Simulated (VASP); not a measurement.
# Rh (Fm-3m) in VASP: notebook, part 2 of 2

VASP 6.6.1. Earlier steps stand in the parts before.

### Step 4. Relaxation of cell and atoms, r2SCAN, target pressure 5 GPa, at which the enthalpy is minimised

File POSCAR:

```
Rh
1.0
    0.0000000000      1.8978500000      1.8978500000
    1.8978500000      0.0000000000      1.8978500000
    1.8978500000      1.8978500000      0.0000000000
Rh
1
Direct
    0.0000000000      0.0000000000      0.0000000000
```

File INCAR.step1:

```
SYSTEM = Rh
ALGO = Normal
EDIFF = 1E-4
ENCUT = 600
GGA = PE
ISMEAR = -1
LASPH = .TRUE.
LCHARG = .FALSE.
LREAL = .FALSE.
LWAVE = .TRUE.
NELM = 60
PREC = Accurate
SIGMA = 0.05
```

File INCAR.step2:

```
SYSTEM = Rh
ALGO = Normal
EDIFF = 1E-6
EDIFFG = -0.01
ENCUT = 600
IBRION = 2
ISIF = 3
ISMEAR = -1
ISTART = 1
LASPH = .TRUE.
LCHARG = .FALSE.
LMIXTAU = .TRUE.
LREAL = .FALSE.
LWAVE = .FALSE.
METAGGA = R2SCAN
NELM = 60
NSW = 60
PREC = Accurate
PSTRESS = 50.0
SIGMA = 0.05
```

File KPOINTS:

```
k-points
0
G
  12 12 12
  0 0 0
```

Potentials or basis: VASP PAW PBE potentials, release 64 (Rh_pv).

Run with:

```bash
$ cat potpaw_PBE.64/Rh_pv/POTCAR > POTCAR
$ cp INCAR.step1 INCAR
$ mpirun -np 1 vasp_std > vasp.out
$ cp INCAR.step2 INCAR
$ mpirun -np 1 vasp_std > vasp.out
```

OUTCAR:

```text
SYSTEM = Rh
   EDIFF = 1E-6
   EDIFFG = -0.01
   ENCUT = 600
   IBRION = 2
   ISIF = 3
   ISMEAR = -1
   ISTART = 1
   LASPH = .TRUE.
   LREAL = .FALSE.
   METAGGA = R2SCAN
   NELM = 60
   NSW = 60
   PREC = Accurate
   PSTRESS = 50.0

 ion  position               nearest neighbor table
   1  0.000  0.000  0.000-

  LATTYP: Found a face centered cubic cell.
 ALAT       =     3.7957000000

  Lattice vectors:

 A1 = (   0.0000000000,   1.8978500000,   1.8978500000)
 A2 = (   1.8978500000,   0.0000000000,   1.8978500000)
 A3 = (   1.8978500000,   1.8978500000,   0.0000000000)

Analysis of symmetry for initial positions (statically):
=====================================================================
 Subroutine PRICEL returns:
 Original cell was already a primitive cell.

 Routine SETGRP: Setting up the symmetry group for a
 face centered cubic supercell.

 Subroutine GETGRP returns: Found 48 space group operations
 (whereof 48 operations were pure point group operations)
 out of a pool of 48 trial point group operations.

The static configuration has the point symmetry O_h .

Analysis of symmetry for dynamics (positions and initial velocities):
=====================================================================
 Subroutine PRICEL returns:
 Original cell was already a primitive cell.

 Routine SETGRP: Setting up the symmetry group for a
 face centered cubic supercell.

 Subroutine GETGRP returns: Found 48 space group operations
 (whereof 48 operations were pure point group operations)
 out of a pool of 48 trial point group operations.

The dynamic configuration has the point symmetry O_h .

 Subroutine INISYM returns: Found 48 space group operations
 (whereof 48 operations are pure point group operations),
 and found     1 'primitive' translations

----------------------------------------------------------------------------------------

                                     Primitive cell

  volume of cell :      13.6715

  direct lattice vectors                    reciprocal lattice vectors
     0.000000000  1.897850000  1.897850000    -0.263456016  0.263456016  0.263456016
     1.897850000  0.000000000  1.897850000     0.263456016 -0.263456016  0.263456016
     1.897850000  1.897850000  0.000000000     0.263456016  0.263456016 -0.263456016

  length of vectors
     2.683965209  2.683965209  2.683965209     0.456319205  0.456319205  0.456319205

  position of ions in fractional coordinates (direct lattice)
     0.000000000  0.000000000  0.000000000

  ion indices of the primitive-cell ions
   primitive index   ion index
                 1           1

----------------------------------------------------------------------------------------

 KPOINTS: k-points

Automatic generation of k-mesh.
 Grid dimensions read from file:
 generate k-points for:   12   12   12
[... 45 lines left out ...]
 [... further k-points ...]
   k-points           NKPTS =     72   k-points in BZ     NKDIM =     72   number of bands    NBANDS=     11
   number of dos      NEDOS =    301   number of ions     NIONS =      1
   total plane-waves  NPLWV =  13824
   dimension x,y,z NGX =    24 NGY =   24 NGZ =   24
   dimension x,y,z NGXF=    48 NGYF=   48 NGZF=   48
   ions per type =               1
   NGX,Y,Z   is equivalent  to a cutoff of  14.87, 14.87, 14.87 a.u.
   NGXF,Y,Z  is equivalent  to a cutoff of  29.73, 29.73, 29.73 a.u.
 SYSTEM =  Rh
   PREC   = accura    normal or accurate (medium, high low for compatibility)
   ISTART =      1    job   : 0-new  1-cont  2-samecut
   ICHARG =      0    charge: 1-file 2-atom 10-const
   ISPIN  =      1    spin polarized calculation?
   LNONCOLLINEAR =      F non collinear calculations
   LSORBIT =      F    spin-orbit coupling
   LASPH  =      T    aspherical Exc in radial PAW
   ENCUT  =  600.0 eV  44.10 Ry    6.64 a.u.   5.36  5.36  5.36*2*pi/ulx,y,z
   NELM   =     60;   NELMIN=  2; NELMDL=  0     # of ELM steps
   EDIFF  = 0.1E-05   stopping-criterion for ELM
   LREAL  =      F    real-space projection
   EDIFFG = -.1E-01   stopping-criterion for IOM
   NSW    =     60    number of steps for IOM
   IBRION =      2    ionic relax: 0-MD 1-quasi-New 2-CG
   NFREE  =      1    steps in history (QN), initial steepest desc. (CG)
   ISIF   =      3    stress and relaxation
   ISYM   =      2    0-nonsym 1-usesym 2-fastsym
   POTIM  = 0.5000    time-step for ionic-motion
   TEBEG  =    0.0;   TEEND  =   0.0 temperature during run
   PSTRESS=   50.0 pullay stress
   NELECT =      15.0000    total number of electrons
   NUPDOWN=      -1.0000    fix difference up-down
   EMIN   =  10.00;   EMAX   =-10.00  energy-range for DOS
   EFERMI =   0.00;   METHOD = LEGACY
   ISMEAR =    -1;   SIGMA  =   0.05  broadening in eV -4-tet -1-fermi 0-gaus
   EFERMI_NEDOS =   21; number of points for ismear=-14 and -15
   IALGO  =     38    algorithm
   IMIX   =      4    mixing-type and parameters
     AMIX     =   0.40;   BMIX     =  1.00
     AMIX_MAG =   1.60;   BMIX_MAG =  1.00
  volume/ion in A,a.u.               =      13.67        92.26
  Fermi-wavevector in a.u.,A,eV,Ry     =   1.688496  3.190795 38.790465  2.851019
  Thomas-Fermi vector in A             =   2.770792
   LORBIT       =      0    0 simple, 1 ext, 2 COOP (PROOUT), +10 PAW based schemes
   METAGGA = R2SCAN    functional components
   LHFCALC =     F    Hartree Fock is set to
   AEXX    =    0.0000 exact exchange contribution
   IVDW    =     0    specifies the selected vdW correction
   LEPSILON=     F    determine dielectric tensor
   LRPA    =     F    only Hartree local field effects (RPA)
 conjugate gradient relaxation of ions
 non-spin polarized calculation
  energy-cutoff  :      600.00
  volume of cell :       13.67
 maximum number of plane-waves:       471
 NGX is ok and might be reduce to    24
   NGX = 11   NGY = 11   NGZ = 11

--------------------------------------- Ionic step        1  -------------------------------------------

 number of electron      15.0000002 magnetization

 Free energy of the ion-electron system (eV)
  ---------------------------------------------------
  ext. energy  EPLUGINS =         0.00000000
  ---------------------------------------------------
  free energy    TOTEN  =       -24.14130366 eV

  energy without entropy =      -24.13300693  energy(sigma->0) =      -24.13715530

------------------------ aborting loop because EDIFF is reached ----------------------------------------

  FORCE on cell =-STRESS in cart. coord.  units (eV):
  Direction    XX          YY          ZZ          XY          YZ          ZX
  --------------------------------------------------------------------------------------
  -------------------------------------------------------------------------------------
  Total        0.1641513      0.1641513      0.1641513      0.0000000     -0.0000000      0.0000000
  in kB       19.2370860     19.2370860     19.2370860      0.0000000     -0.0000000      0.0000000
  external PRESSURE =     -30.7629140 kB  Pullay stress =      50.0000000 kB
[... 61 lines left out ...]
--------------------------------------- Ionic step        3  -------------------------------------------

 number of electron      15.0000002 magnetization

 Free energy of the ion-electron system (eV)
  ---------------------------------------------------
  ext. energy  EPLUGINS =         0.00000000
  ---------------------------------------------------
  free energy    TOTEN  =       -24.13836213 eV

  energy without entropy =      -24.13025668  energy(sigma->0) =      -24.13430940

 E-fermi :  12.0341     XC(G=0): -15.3311

 val. band max:       11.9701694817   @ k =  -0.3333   0.3333   0.0000
 cond. band min:      12.0458578683   @ k =   0.3333   0.1667   0.0000
 fundamental gap:      0.0756883866
 Fermi energy:        12.0341169981

 k-point     1 :       0.0000    0.0000    0.0000
  band No.  band energies     occupation
      1     -35.8133      2.00000
      2     -35.8133      2.00000
      3     -35.8133      2.00000
      4       3.7189      2.00000
      5       8.7601      2.00000
      6       8.7601      2.00000
      7       8.7601      2.00000
      8      10.9147      2.00000
      9      10.9147      2.00000
     10      28.7299      0.00000
     11      29.3443      0.00000
[... 309 lines left out ...]
 k-point    24 :      -0.4167    0.1667    0.0000
  band No.  band energies     occupation
      1     -36.5667      2.00000
      2     -36.0787      2.00000
      3     -35.9581      2.00000
      4       6.3176      2.00000
      5       8.0291      2.00000
      6       9.3547      2.00000
      7       9.8723      2.00000
      8      12.2887      0.01223
      9      16.4435      0.00000
     10      21.3678      0.00000
     11      28.9073      0.00000

 [... further k-points ...]

------------------------ aborting loop because EDIFF is reached ----------------------------------------

  FORCE on cell =-STRESS in cart. coord.  units (eV):
  Direction    XX          YY          ZZ          XY          YZ          ZX
  --------------------------------------------------------------------------------------
  -------------------------------------------------------------------------------------
  Total        0.4207968      0.4207968      0.4207968      0.0000000      0.0000000      0.0000000
  in kB       49.8130137     49.8130137     49.8130137      0.0000000      0.0000000      0.0000000
  external PRESSURE =      -0.1869863 kB  Pullay stress =      50.0000000 kB
[... 20 lines left out ...]
  energy  without entropy=      -24.1302566763  energy(sigma->0) =      -24.13430940

  enthalpy is  TOTEN    =       -23.7159857313 eV   P V=        0.4223763987

 reached required accuracy - stopping structural energy minimisation
```

It took 3.1 min on 1 thread of Intel Xeon 8259CL, shared host; peak memory 0.16 GiB.

What came out:

```yaml
Free_energy: -24.1384 eV
Relaxed_volume: 13.53 Å³/atom
Relaxed_cell: a = 2.675 Å, b = 2.675 Å, c = 2.675 Å, α = 60.00°, β = 60.00°, γ = 60.00°
Space_group_after_relaxing_to_0.1_Å: Fm-3m (No. 225)
Energy_change_on_relaxing_the_run_minimises_the_enthalpy: +2.9 meV/atom
Ionic_steps: 3
Pressure_after_relaxing: 5.0 GPa
Band_gap_on_the_k_mesh: zero (an odd number of electrons rules out a gap without spin polarisation)
```

The path:
| step | energy change (eV) | largest force (eV/Å) | pressure (GPa) | volume (Å³) |
| --- | --- | --- | --- | --- |
| 1 | 0.0000 | 0.0000 | 1.92 | 13.67 |
| 2 | 0.0253 | 0.0000 | 14.33 | 13.16 |
| 3 | 0.0029 | 0.0000 | 4.98 | 13.53 |

Final structure:
```yaml
crystal:
  lattice:
    - [0.00000, 1.89149, 1.89149]
    - [1.89149, 0.00000, 1.89149]
    - [1.89149, 1.89149, 0.00000]
  atoms:
    - { symbol: Rh, position: [0.00000, 0.00000, 0.00000] }
```

Levels at points of the mesh, in eV from the Fermi level:
| k point | band 3 | band 4 | band 5 | band 6 | band 7 | band 8 | band 9 | band 10 | band 11 |
| --- | --- | --- | --- | --- | --- | --- | --- | --- | --- |
| (0.00, 0.00, 0.00) | -47.85 | -8.32 | -3.27 | -3.27 | -3.27 | -1.12 | -1.12 | 16.70 | 17.31 |
| (0.50, 0.00, 0.00) | -47.96 | -6.49 | -3.39 | -3.39 | 0.58 | 0.58 | 0.87 | 9.24 | 16.26 |
| (0.50, 0.50, 0.00) | -48.15 | -6.72 | -6.34 | 0.51 | 1.05 | 1.05 | 3.49 | 13.06 | 14.09 |

Caveat: the cell is relaxed towards a set pressure, so the run minimises the enthalpy, not the energy; the PAW data sets were made with another functional, which shifts forces and pressure a little.

### Step 5. The runs side by side

| cell | gap on the mesh (eV) | pressure (GPa) |
| --- | --- | --- |
| relaxed | none | 0.0 |
| relaxed to 2 GPa | none | 2.0 |
| relaxed to 5 GPa | none | 5.0 |

Alike in all rows: task relaxation of cell and atoms; level r2SCAN; potentials or basis VASP PAW PBE potentials, release 64 (Rh_pv); no spin polarisation; k mesh 12 × 12 × 12; cutoff (eV) 600; smearing fermi-dirac 0.05 eV.

Caveats: the PAW data sets were made with another functional, which shifts forces and pressure a little; the cell is relaxed towards a set pressure, so the run minimises the enthalpy, not the energy (at least some runs); the relaxation stopped at its first step, so nothing moved (at least some runs).

Absolute energies hang on the potentials; compare differences alone.
